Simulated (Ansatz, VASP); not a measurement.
La: VASP beside Ansatz

INCAR

```
PREC = Accurate ; ENCUT = 520
EDIFF = 1E-7 ; ISMEAR = 0
SIGMA = 0.1 ; LREAL = False
LASPH = True ; NELM = 60
ALGO = Normal ; ISIF = 2
LWAVE = False ; LCHARG = False
GGA = CA ; NBANDS = 12
```

KPOINTS

```
Automatic mesh
0
Gamma
  9 9 9
```

Contents of POSCAR:

```
La
1.0
   -2.1238310710      2.1238310710      2.1238310710
    2.1238310710     -2.1238310710      2.1238310710
    2.1238310710      2.1238310710     -2.1238310710
La
1
Direct
    0.0000000000      0.0000000000      0.0000000000
```

The input input.yaml:

```yaml
crystal:
  lattice:
    - [-2.123831071, 2.123831071, 2.123831071]
    - [2.123831071, -2.123831071, 2.123831071]
    - [2.123831071, 2.123831071, -2.123831071]
  atoms:
    - { symbol: La, position: [0.0, 0.0, 0.0] }
hamiltonian:
  xc: lda
  pseudopotentials: { kind: paw }
kpoints:
  mp_grid: { grid: [9, 9, 9] }
scf:
  occupations: { method: gaussian, width: 0.1 }
output:
  forces: true
  stress: true
  eigenvalues: true
```

Alike in both runs: task single point; functional LDA; k mesh 9 × 9 × 9; occupations gaussian, width 0.1 eV; no spin polarisation.

|  | VASP | Ansatz |
| --- | --- | --- |
| version | VASP 6.6.1 | Ansatz 0.2.0 |
| potentials or method | VASP PAW LDA potentials, release 64 (La) | Ansatz PAW |
| plane-wave cutoff (eV) | 520 | 420 |
| valence electrons in the cell | 11 | 11 |

```tsv
	VASP	Ansatz	Ansatz less VASP
gap on the k mesh at the Fermi level (eV)	none	none	-
pressure (GPa)	-3.9	-3.9	+0.04
```

LDA's correlation is that of Perdew and Zunger in VASP and of Perdew and Wang (1992) in Ansatz. A gap of «none» marks a metal or a gap that the smearing closes.

Neither program's run includes spin-orbit coupling.
